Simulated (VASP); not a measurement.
Input of a VASP 6.6.1 run:

Contents of INCAR:

```
SYSTEM = SnO
PREC = Accurate ; ENCUT = 520
EDIFF = 1E-6 ; ISMEAR = -1
SIGMA = 0.05 ; LREAL = .False.
LASPH = .True. ; NELM = 100
ALGO = Normal ; ISIF = 2
LWAVE = .False. ; LCHARG = .False.
GGA = CA ; NBANDS = 28
```

Contents of KPOINTS:

```
regular mesh
0
Gamma
  8 5 6
  0 0 0
```

File POSCAR:

```
SnO
1.0
    3.3550050000      0.0000000000      0.0000000000
    0.0000000000      5.6741040000      0.0000000000
    0.0000000000      0.0000000000      4.2219700000
Sn O
2 2
Direct
    0.5000000000      0.7680910000      0.0131440000
    0.0000000000      0.2319090000      0.5131440000
    0.5000000000      0.1087500000      0.2368570000
    0.0000000000      0.8912500000      0.7368570000
```

Potentials or basis: VASP PAW LDA potentials, release 64 (Sn_d, O).

Command:

```console
$ cat potpaw_LDA.64/Sn_d/POTCAR potpaw_LDA.64/O/POTCAR > POTCAR
$ mpirun -np 1 vasp_std > vasp.out
```

What does it give for the band gap on the k mesh?

1.45 eV (least direct gap 2.04 eV).

Predict the pressure.

-5.2 GPa.

What does it give for the largest force?

0.646 eV/Å.

Forces in eV/Å, atoms in the order of the input:
```
Sn   0.000  0.617 -0.192
Sn   0.000 -0.617 -0.192
O    0.000 -0.178  0.192
O    0.000  0.178  0.192
```

Caveat: the cell stands under tension; spin-orbit coupling is left out, which moves the levels of the heavy elements. A k mesh can miss the band edges.
